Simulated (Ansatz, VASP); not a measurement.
**One calculation of CuO, two programs**

The input INCAR:

```
SYSTEM = CuO
  ALGO = Normal
  EDIFF = 1E-6
  ENCUT = 700
  GGA = PS
  GGA_COMPAT = .FALSE.
  ISIF = 2
  ISMEAR = -1
  LASPH = .TRUE.
  LCHARG = .FALSE.
  LREAL = .FALSE.
  LWAVE = .FALSE.
  NBANDS = 33
  NELM = 120
  PREC = Accurate
  SIGMA = 0.05
```

The input KPOINTS:

```
k-points
0
G
  8 8 5
  0 0 0
```

The input POSCAR:

```
CuO
1.0
    1.9710583200     -2.1320145000      0.0000000000
    1.9710583200      2.1320145000      0.0000000000
    0.0000000000      0.0000000000      5.1559280000
Cu O
2 2
Direct
    0.5000000000      0.0000000000      0.0000000000
    0.0000000000      0.5000000000      0.5000000000
    0.5000000000      0.5000000000      0.2500000000
    0.5000000000      0.5000000000      0.7500000000
```

Contents of input.yaml:

```yaml
crystal:
  lattice:
    - [1.97105832, -2.1320145, 0.0]
    - [1.97105832, 2.1320145, 0.0]
    - [0.0, 0.0, 5.155928]
  atoms:
    - { symbol: Cu, position: [0.5, 0.0, 0.0] }
    - { symbol: Cu, position: [0.0, 0.5, 0.5] }
    - { symbol: O, position: [0.5, 0.5, 0.25] }
    - { symbol: O, position: [0.5, 0.5, 0.75] }
hamiltonian:
  xc: pbesol
  pseudopotentials: { kind: paw }
kpoints:
  mp_grid: { grid: [8, 8, 5] }
  band_path:
    path:
      - [[0.0, 0.0, 0.0], [0.463677429, 0.463677429, 0.0], [0.0, 0.5, 0.0], [0.0, 0.5, 0.5], [0.463677429, 0.463677429, 0.5], [0.0, 0.0, 0.5], [0.0, 0.0, 0.0], [-0.5, 0.5, 0.0], [-0.463677429, 0.536322571, 0.0], [-0.463677429, 0.536322571, 0.5], [-0.5, 0.5, 0.5], [-0.5, 0.5, 0.0]]
      - [[0.0, 0.0, 0.5], [-0.5, 0.5, 0.5]]
    npoints: 14
scf:
  occupations: { method: fermi_dirac, width: 0.05 }
  n_extra_bands: 10
output:
  forces: true
  stress: true
  eigenvalues: true
  fatbands: false
  write_density: true
  write_potential: true
  elf: true
  volumetric_format: npy
```

Alike in both runs: functional PBEsol; k mesh 8 × 8 × 5; occupations fermi-dirac, width 0.05 eV; no spin polarisation.

|  | VASP | Ansatz |
| --- | --- | --- |
| version | VASP 6.6.1 | Ansatz 0.2.0 |
| potentials or method | VASP PAW PBE potentials, release 64 (Cu_sv_GW, O) | Ansatz PAW |
| plane-wave cutoff (eV) | 700 | 420 |
| valence electrons in the cell | 50 | 50 |
| task | single point | band structure |

Ansatz gave:

- gap on the k mesh at the Fermi level (eV): none
- pressure (GPa): -3.4
- traceless stress, the component that is largest in VASP (GPa): -1.80

**Question.** Estimate VASP's values.

**Answer.** gap on the k mesh at the Fermi level (eV): none; pressure (GPa): -6.1; traceless stress, the component that is largest in VASP (GPa): -1.75.

VASP's potentials were made for PBE, not for PBEsol. A gap of «none» marks a metal or a gap that the smearing closes.
